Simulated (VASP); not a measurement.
Here is a VASP 6.6.1 calculation.

Contents of INCAR:

```
  ALGO = Normal
  EDIFF = 1E-6
  ENCUT = 500
  GGA = PE
  GGA_COMPAT = False
  ISIF = 2
  ISMEAR = 0
  LASPH = True
  LCHARG = True
  LELF = True
  LREAL = False
  LVHAR = True
  LWAVE = False
  NBANDS = 22
  NELM = 120
  PREC = Accurate
  SIGMA = 0.02
```

Contents of KPOINTS:

```
k-points
0
Gamma
  9 9 6
```

POSCAR

```
NaCl
1.0
    3.9275809156      0.0000000000      0.0000000000
   -1.9637904578      3.4013848483      0.0000000000
    0.0000000000      0.0000000000      7.0822099020
Na Cl
2 2
Direct
    0.0000000000      0.0000000000      0.0000000000
    0.3333333333      0.6666666667      0.5000000000
    0.6666666667      0.3333333333      0.2500000000
    0.6666666667      0.3333333333      0.7500000000
```

Potentials or basis: VASP PAW PBE potentials, release 64 (Na_pv, Cl).

Run with:

```sh
$ cat potpaw_PBE.64/Na_pv/POTCAR potpaw_PBE.64/Cl/POTCAR > POTCAR
$ mpirun -np 1 vasp_std > vasp.out
```

Question: Predict the band gap on the k mesh.

Answer: 4.38 eV (least direct gap 4.57 eV).

Question: What does it give for the pressure?

Answer: -0.1 GPa.

A k mesh can miss the band edges.
